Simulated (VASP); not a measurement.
Here is a VASP 6.6.1 calculation.

File INCAR:

```
PREC = Accurate
ENCUT = 520
EDIFF = 1E-7
ISMEAR = -1
SIGMA = 0.05
LREAL = False
LASPH = True
NELM = 60
ALGO = Normal
ISIF = 2
LWAVE = False
LCHARG = False
GGA = PE
IVDW = 12
NBANDS = 35
```

The input KPOINTS:

```
regular mesh
0
Gamma
  7 7 7
```

POSCAR

```
Al2O3
1.0
    2.3919202043      1.3809757738      4.3501614365
   -2.3919202043      1.3809757738      4.3501614365
    0.0000000000     -2.7619515476      4.3501614365
Al O
4 6
Direct
    0.8521079158      0.8521079158      0.8521079158
    0.6478920842      0.6478920842      0.6478920842
    0.1478920842      0.1478920842      0.1478920842
    0.3521079158      0.3521079158      0.3521079158
    0.0563827056      0.7500000000      0.4436172944
    0.7500000000      0.4436172944      0.0563827056
    0.4436172944      0.0563827056      0.7500000000
    0.9436172944      0.2500000000      0.5563827056
    0.2500000000      0.5563827056      0.9436172944
    0.5563827056      0.9436172944      0.2500000000
```

Potentials or basis: VASP PAW PBE potentials, release 64 (Al, O).

The run is started by

```console
$ cat potpaw_PBE.64/Al/POTCAR potpaw_PBE.64/O/POTCAR > POTCAR
$ mpirun -np 1 vasp_std > vasp.out
```

Problem. What does it give for the band gap on the k mesh?

Solution. 6.04 eV, direct.

Problem. Predict the pressure.

Solution. -0.8 GPa.

Problem. Predict the dispersion energy per atom.

Solution. -0.233 eV.

Forces on the atoms (eV/Å):
```
Al   0.000  0.000  0.003
Al   0.000  0.000 -0.003
Al   0.000  0.000 -0.003
Al   0.000  0.000  0.003
O    0.000 -0.001  0.000
O    0.000  0.001  0.000
O    0.001  0.000  0.000
O    0.000  0.001  0.000
O    0.000 -0.001  0.000
O   -0.001  0.000  0.000
```

Caveat: three body term missing.

**Experimental background.**

“Multi-petahertz electron interference in Cr:Al2O3 solid-state material”, 2018, pmc:5906618 quotes, for a bulk crystal of Al2O3: band gap 8.7 eV (optical).

Against the measured gap of Al2O3, 8.7 eV (optical; quoted in “Multi-petahertz electron interference in Cr:Al2O3 solid-state material”, 2018, pmc:5906618), the calculated 6.04 eV is off by -2.66 eV. The value is that of PBE+D3(BJ) on a finite k mesh, which can miss the band edges, without temperature or zero-point motion. Semilocal functionals fall short of measured gaps as a rule.
